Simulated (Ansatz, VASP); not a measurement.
## One calculation of BiAs, two programs

```
As Bi
1.0
     3.76650    0.00000    0.00000
     0.00000    3.76650    0.00000
     0.00000    0.00000    3.76650
As Bi
1 1
Direct
  0.00000 0.00000 0.00000
  0.50000 0.50000 0.50000
```

Alike in both runs: task single point; functional PBE; k mesh 13 × 13 × 13; occupations fermi-dirac, width 0.05 eV; collinear spin.

|  | VASP | Ansatz |
| --- | --- | --- |
| version | VASP 6.6.1 | Ansatz 0.2.0 |
| potentials or method | VASP PAW PBE potentials, release 64 (As, Bi_d), cutoff 520 eV | all-electron LAPW, scalar-relativistic |

|  | VASP | Ansatz | Ansatz less VASP |
| --- | --- | --- | --- |
| gap on the k mesh at the Fermi level (eV) | none | none | - |
| pressure (GPa) | -3.4 | -3.4 | +0.04 |
| net moment per atom (μB) | 0.00 | 0.00 | 0.000 |

A gap of «none» marks a metal or a gap that the smearing closes. Ansatz ran all-electron here, and VASP with PAW potentials. Ansatz's warnings: seeded moment not kept.

Spin-orbit coupling is off throughout.
